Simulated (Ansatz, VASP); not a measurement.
**One calculation of V, two programs**

INCAR

```
PREC = Accurate
ENCUT = 520
EDIFF = 1E-6
ISMEAR = 0
SIGMA = 0.05
LREAL = F
LASPH = T
NELM = 150
ALGO = Normal
ISIF = 2
LWAVE = F
LCHARG = F
ISPIN = 2
MAGMOM = 2 2
LORBIT = 11
LMAXMIX = 4
GGA = PE
NBANDS = 24
```

The input KPOINTS:

```
Automatic mesh
0
Gamma
  12 12 6
```

File POSCAR:

```
V
1.0
    2.6042941027      0.0000000000      0.0000000000
   -1.3021470513      2.2553848518      0.0000000000
    0.0000000000      0.0000000000      4.7233360000
V
2
Direct
    0.3333333333      0.6666666667      0.2500000000
    0.6666666667      0.3333333333      0.7500000000
```

The input input.yaml:

```yaml
crystal:
  lattice:
    - [2.6042941027, 0.0, 0.0]
    - [-1.3021470513, 2.2553848518, 0.0]
    - [0.0, 0.0, 4.723336]
  atoms:
    - { symbol: V, position: [0.3333333333, 0.6666666667, 0.25], spin: 2.0 }
    - { symbol: V, position: [0.6666666667, 0.3333333333, 0.75], spin: 2.0 }
kpoints:
  mp_grid: { grid: [12, 12, 6] }
scf:
  occupations: { method: gaussian, width: 0.05 }
hamiltonian:
  xc: pbe
  pseudopotentials: { kind: all_electron, lapw: { basis_error: 0.001 } }
magnetization:
  spin_polarized: true
output:
  forces: true
  stress: true
  eigenvalues: true
```

Alike in both runs: task single point; functional PBE; k mesh 12 × 12 × 6; occupations gaussian, width 0.05 eV; collinear spin.

```csv
,VASP,Ansatz
version,VASP 6.6.1,Ansatz 0.2.0
potentials or method,"VASP PAW PBE potentials, release 64 (V_sv), cutoff 520 eV","all-electron LAPW, scalar-relativistic"
```

```tsv
	VASP	Ansatz	Ansatz less VASP
gap on the k mesh at the Fermi level (eV)	none	none	-
pressure (GPa)	-0.6	-0.8	-0.18
traceless stress, the component that is largest in VASP (GPa)	-0.51	-0.44	+0.071
net moment per atom (μB)	0.00	0.00	0.000
```

A gap of «none» marks a metal or a gap that the smearing closes. Ansatz ran all-electron here, and VASP with PAW potentials.
